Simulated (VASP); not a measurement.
Runs of VASP 6.6.1 on BAs. The structure is that of space group F-43m (No. 216), or close to it. The cells are those of the table. 

| task | level | spin | cell | k mesh | smearing | grid for exact exchange (PRECFOCK) | share of exact exchange | screening parameter | gap on the mesh (eV) | pressure (GPa) | moment (μB) |
| --- | --- | --- | --- | --- | --- | --- | --- | --- | --- | --- | --- |
| single point | r2SCAN | non-collinear, zero start, SOC | a = 3.518 Å, angles 60.0°, 2 atoms | 10 × 10 × 10 | fermi-dirac 0.02 eV | - | - | - | - | -12.9 | 0.00 |
| dielectric tensor | r2SCAN | off | a = 3.484 Å, angles 60.0°, 2 atoms | 8 × 8 × 8 | gaussian 0.01 eV | - | - | - | 1.47 | - | - |
| single point | r2SCAN | non-collinear, zero start, SOC | a = 3.416 Å, angles 60.0°, 2 atoms | 10 × 10 × 10 | fermi-dirac 0.02 eV | - | - | - | - | -3.8 | 0.00 |
| single point | r2SCAN | non-collinear, zero start, SOC | a = 3.484 Å, angles 60.0°, 2 atoms | 10 × 10 × 10 | fermi-dirac 0.02 eV | - | - | - | - | (b) | 0.00 |
| single point | HSE06 | off | a = 3.484 Å, angles 60.0°, 2 atoms | 6 × 6 × 6 | gaussian 0.01 eV | Normal | 0.25 | 0.2079 1/Å | 2.01 | (a) | - |

Alike in all rows: potentials or basis VASP PAW PBE potentials, release 64 (B, As); cutoff (eV) 520.

**Question.** Estimate the missing entries.

**Answer.** (a) -11.7; (b) -10.3.

Caveats: the PAW data sets were made with another functional, which shifts forces and pressure a little; the cell stands under tension (at least some runs).

A k mesh can miss the band edges, and rows without SOC leave out spin-orbit coupling on As.
